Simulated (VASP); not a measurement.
# Cu (Pmmn) in VASP: single point with PBE

Aim: the single point of Cu with PBE.

Everything below comes from runs of VASP 6.6.1. Logs are shortened: lines on timing, memory, paths and dates and some standing lists are left out, and cuts for length are marked.

### 1 The cell of the first run

The structure is orthorhombic, space group Pmmn (No. 59). The conventional cell has a = 2.556 Å, b = 3.615 Å, c = 12.225 Å, α = 90.00°, β = 90.00°, γ = 90.00°. Cu (site symmetry mm2) has 7 Cu at 2.56 Å within 3.4 Å. Cu (site symmetry mm2) has 11 Cu at 2.56 Å within 3.4 Å. Cu (site symmetry mm2) has 12 Cu at 2.56 Å within 3.4 Å. Cu (site symmetry mm2) has 12 Cu at 2.56 Å within 3.4 Å.

### 2 Single point, PBE (the distance across one plane changed)

File INCAR:

```
PREC = Accurate
ENCUT = 520
EDIFF = 1E-7
ISMEAR = 0
SIGMA = 0.15
LREAL = False
LASPH = True
NELM = 100
ALGO = Fast
ISIF = 2
LWAVE = False
LCHARG = True
GGA = PE
LELF = True
LVHAR = True
NBANDS = 54
```

File KPOINTS:

```
Automatic mesh
0
Gamma
  13 18 5
```

File POSCAR:

```
Cu
1.0
    3.6150000000      0.0000000000      0.0000000000
    0.0000000000      1.8075000000     -1.8075000000
    0.0000000000      8.6442135624      8.6442135624
Cu
8
Direct
    0.0000000000      0.0000000000      0.7841228067
    0.5000000000      0.5000000000      0.0522748538
    0.0000000000      0.0000000000      0.1568245613
    0.5000000000      0.5000000000      0.2613742689
    0.0000000000      0.0000000000      0.3659239764
    0.5000000000      0.5000000000      0.4704736840
    0.0000000000      0.0000000000      0.5750233916
    0.5000000000      0.5000000000      0.6795730991
```

Potentials or basis: VASP PAW PBE potentials, release 64 (Cu).

Run with:

```sh
cat potpaw_PBE.64/Cu/POTCAR > POTCAR
mpirun -np 1 vasp_std > vasp.out
```

OUTCAR:

```text
PREC = Accurate
   ENCUT = 520
   EDIFF = 1E-7
   ISMEAR = 0
   LREAL = False
   LASPH = True
   NELM = 100
   ISIF = 2
   GGA = PE

 ion  position               nearest neighbor table
   1  0.000  0.000  0.784-   7 2.56   8 2.56   8 2.56   8 2.56   8 2.56
   2  0.500  0.500  0.052-   3 2.56   3 2.56   3 2.56   3 2.56   4 2.56
   3  0.000  0.000  0.157-   2 2.56   2 2.56   2 2.56   2 2.56   5 2.56   4 2.56   4 2.56   4 2.56
                             4 2.56
   4  0.500  0.500  0.261-   5 2.56   5 2.56   5 2.56   5 2.56   6 2.56   2 2.56   3 2.56   3 2.56
                             3 2.56   3 2.56
   5  0.000  0.000  0.366-   4 2.56   4 2.56   4 2.56   4 2.56   3 2.56   6 2.56   6 2.56   6 2.56
                             6 2.56   7 2.56
   6  0.500  0.500  0.470-   4 2.56   8 2.56   7 2.56   5 2.56   5 2.56   7 2.56   5 2.56   7 2.56
                             5 2.56   7 2.56
   7  0.000  0.000  0.575-   8 2.56   8 2.56   8 2.56   8 2.56   1 2.56   6 2.56   6 2.56   6 2.56
                             6 2.56   5 2.56
   8  0.500  0.500  0.680-   7 2.56   7 2.56   7 2.56   7 2.56   6 2.56   1 2.56   1 2.56   1 2.56
                             1 2.56

  LATTYP: Found a simple orthorhombic cell.
 ALAT       =     2.5561910140
 B/A-ratio  =     1.4142135624
 C/A-ratio  =     4.7824141424

  Lattice vectors:

 A1 = (   0.0000000000,  -1.8075000000,   1.8075000000)
 A2 = (   3.6150000000,   0.0000000000,   0.0000000000)
 A3 = (   0.0000000000,   8.6442135624,   8.6442135624)

Analysis of symmetry for initial positions (statically):
=====================================================================
 Subroutine PRICEL returns:
 Original cell was already a primitive cell.

 Routine SETGRP: Setting up the symmetry group for a
 simple orthorhombic supercell.

 Subroutine GETGRP returns: Found  8 space group operations
 (whereof  4 operations were pure point group operations)
 out of a pool of  8 trial point group operations.

The static configuration has the point symmetry C_2v.
 The point group associated with its full space group is D_2h.

Analysis of symmetry for dynamics (positions and initial velocities):
=====================================================================
 Subroutine PRICEL returns:
 Original cell was already a primitive cell.

 Routine SETGRP: Setting up the symmetry group for a
[... 123 lines left out ...]
   IBRION =     -1    ionic relax: 0-MD 1-quasi-New 2-CG
   NFREE  =      0    steps in history (QN), initial steepest desc. (CG)
   ISIF   =      2    stress and relaxation
   ISYM   =      2    0-nonsym 1-usesym 2-fastsym
   POTIM  = 0.5000    time-step for ionic-motion
   TEBEG  =    0.0;   TEEND  =   0.0 temperature during run
   PSTRESS=    0.0 pullay stress
   NELECT =      88.0000    total number of electrons
   NUPDOWN=      -1.0000    fix difference up-down
   EMIN   =  10.00;   EMAX   =-10.00  energy-range for DOS
   EFERMI =   0.00;   METHOD = LEGACY
   ISMEAR =     0;   SIGMA  =   0.15  broadening in eV -4-tet -1-fermi 0-gaus
   EFERMI_NEDOS =   21; number of points for ismear=-14 and -15
   IALGO  =     68    algorithm
   IMIX   =      4    mixing-type and parameters
     AMIX     =   0.40;   BMIX     =  1.00
     AMIX_MAG =   1.60;   BMIX_MAG =  1.00
  volume/ion in A,a.u.               =      14.12        95.29
  Fermi-wavevector in a.u.,A,eV,Ry     =   1.506335  2.846561 30.872251  2.269046
  Thomas-Fermi vector in A             =   2.617066
   LORBIT       =      0    0 simple, 1 ext, 2 COOP (PROOUT), +10 PAW based schemes
   GGA     = PE    functional components
   LHFCALC =     F    Hartree Fock is set to
   AEXX    =    0.0000 exact exchange contribution
   IVDW    =     0    specifies the selected vdW correction
   LEPSILON=     F    determine dielectric tensor
   LRPA    =     F    only Hartree local field effects (RPA)
 non-spin polarized calculation
 RMM-DIIS sequential band-by-band and
 Gauss-broadening in eV      SIGMA  =   0.15
  energy-cutoff  :      520.00
  volume of cell :      112.96
 maximum number of plane-waves:      3078
 NGX is ok and might be reduce to    28
   NGX = 13   NGY =  9   NGZ = 45

 number of electron      87.9999886 magnetization

 Free energy of the ion-electron system (eV)
  ---------------------------------------------------
  ext. energy  EPLUGINS =         0.00000000
  ---------------------------------------------------
  free energy    TOTEN  =       -28.27664688 eV

  energy without entropy =      -28.25096861  energy(sigma->0) =      -28.26380775

 E-fermi :   5.6123     XC(G=0): -11.4875

 val. band max:        5.6077800894   @ k =   0.3077   0.2222   0.0000
 cond. band min:       5.6210900698   @ k =   0.0000   0.3889   0.2000
 fundamental gap:      0.0133099804
 Fermi energy:         5.6123261664

 k-point     1 :       0.0000    0.0000    0.0000
  band No.  band energies     occupation
      1      -3.3726      2.00000
      2      -2.3678      2.00000
      3      -1.0692      2.00000
      4       0.6335      2.00000
      5       0.9365      2.00000
      6       1.3116      2.00000
[... 1357 lines left out ...]
     53      14.7897      0.00000
     54      15.4801      0.00000

 [... further k-points ...]

------------------------ aborting loop because EDIFF is reached ----------------------------------------

  FORCE on cell =-STRESS in cart. coord.  units (eV):
  Direction    XX          YY          ZZ          XY          YZ          ZX
  --------------------------------------------------------------------------------------
  -------------------------------------------------------------------------------------
  Total       -1.4871261     -1.1594739     -1.1594739     -0.0000000     -0.5103263      0.0000000
  in kB      -21.0919277    -16.4448335    -16.4448335     -0.0000000     -7.2379645      0.0000000
  external PRESSURE =     -17.9938649 kB  Pullay stress =       0.0000000 kB

 VOLUME and BASIS-vectors are now :
 -----------------------------------------------------------------------------
  energy-cutoff  :      520.00
  volume of cell :      112.96
      direct lattice vectors                 reciprocal lattice vectors
     3.615000000  0.000000000  0.000000000     0.276625173  0.000000000  0.000000000
     0.000000000  1.807500000 -1.807500000     0.000000000  0.276625173 -0.276625173
     0.000000000  8.644213562  8.644213562     0.000000000  0.057842162  0.057842162

 POSITION                                       TOTAL-FORCE (eV/Angst)
 -----------------------------------------------------------------------------------
      0.00000      6.77813      6.77813         0.000000      0.049694      0.049694
      1.80750      1.35563     -0.45187         0.000000     -0.049694     -0.049694
      0.00000      1.35562      1.35562         0.000000     -0.242992     -0.242992
      1.80750      3.16313      1.35563         0.000000     -0.047666     -0.047666
      0.00000      3.16312      3.16312         0.000000      0.022338      0.022338
      1.80750      4.97062      3.16312         0.000000     -0.022338     -0.022338
      0.00000      4.97063      4.97063         0.000000      0.047666      0.047666
      1.80750      6.77812      4.97062         0.000000      0.242992      0.242992
 -----------------------------------------------------------------------------------
    total drift:                                0.000000      0.000220      0.000220

  FREE ENERGIE OF THE ION-ELECTRON SYSTEM (eV)
  ---------------------------------------------------
  free  energy   TOTEN  =       -28.2766468764 eV

  energy  without entropy=      -28.2509686144  energy(sigma->0) =      -28.26380775
```

OSZICAR:

```text
N       E                     dE             d eps       ncg     rms          rms(c)
DAV:   1     0.815691316508E+03    0.81569E+03   -0.38133E+04 22704   0.279E+03
DAV:   2     0.799687413686E+02   -0.73572E+03   -0.71777E+03 22680   0.500E+02
DAV:   3    -0.302877333898E+02   -0.11026E+03   -0.10254E+03 23182   0.239E+02
[... 12 lines left out ...]
RMM:  16    -0.282766491172E+02    0.17481E-06   -0.17689E-05 29490   0.234E-02    0.601E-03
RMM:  17    -0.282766495750E+02   -0.45779E-06   -0.43970E-06 25264   0.169E-02    0.768E-03
RMM:  18    -0.282766467715E+02    0.28036E-05   -0.44436E-06 26944   0.165E-02    0.351E-03
RMM:  19    -0.282766468235E+02   -0.52012E-07   -0.12144E-06 22896   0.569E-03    0.261E-03
RMM:  20    -0.282766468764E+02   -0.52938E-07   -0.28517E-07 15624   0.399E-03
   1 F= -.28276647E+02 E0= -.28263808E+02  d E =-.256783E-01
```

stdout:

```text
POSCAR found type information on POSCAR Cu
 POSCAR found :  1 types and       8 ions
 scaLAPACK will be used
 LDA part: xc-table for (Slater+PW92), standard interpolation
 POSCAR, INCAR and KPOINTS ok, starting setup
 FFT: planning ... GRIDC
 FFT: planning ... GRID_SOFT
 FFT: planning ... GRID
 WAVECAR not read
 entering main loop
```

Run time: 45 min. Hardware: 1 thread of Oxide Virtual Turin-like, shared host; peak memory 0.82 GiB.

What came out:

| Item | Value |
| --- | --- |
| Free energy | -28.2766 eV |
| Pressure | -1.8 GPa |
| Largest force | 0.344 eV/Å |
| Band gap on the k mesh | zero (bands 44 and 45 overlap by 3.05 eV) |

Forces in eV/Å, atoms in the order of the input:
```
Cu   0.000  0.050  0.050
Cu   0.000 -0.050 -0.050
Cu   0.000 -0.243 -0.243
Cu   0.000 -0.048 -0.048
Cu   0.000  0.022  0.022
Cu   0.000 -0.022 -0.022
Cu   0.000  0.048  0.048
Cu   0.000  0.243  0.243
```

Caveat: the cell differs from its parent crystal (the distance across one plane changed).
